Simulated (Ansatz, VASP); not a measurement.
**One calculation of Al2Ru, two programs**

```xyz
3
Lattice="-1.5604 1.5604 4.2218 1.5604 -1.5604 4.2218 1.5604 1.5604 -4.2218" Properties=species:S:1:pos:R:3 pbc="T T T"
Al    0.0000    0.0000    5.5660
Al    0.0000    0.0000    2.8776
Ru    0.0000    0.0000    0.0000
```

Alike in both runs: task relaxation of cell and atoms; functional PBEsol; k mesh 18 × 18 × 18; occupations gaussian, width 0.1 eV; no spin polarisation.

|  | VASP | Ansatz |
| --- | --- | --- |
| version | VASP 6.6.1 | Ansatz 0.2.0 |
| potentials or method | VASP PAW PBE potentials, release 64 (Al, Ru_pv), cutoff 600 eV | scalar-relativistic, plane waves, PAW |
| valence electrons in the cell | 20 | 22 |

|  | VASP | Ansatz | Ansatz less VASP |
| --- | --- | --- | --- |
| gap on the k mesh at the Fermi level, each at its own relaxed structure (eV) | none | none | - |
| relaxed volume (Å³/atom) | 13.68 | 13.68 | -0.005 |
| relaxed length of the cell vector where the two differ most in proportion (Å) | 4.755 | 4.755 | -0.0006 |

VASP's potentials were made for PBE, not for PBEsol. A gap of «none» marks a metal or a gap that the smearing closes. VASP's potentials hold 20 valence electrons a cell and Ansatz's 22, so a difference there can come from the potentials and not from the codes.
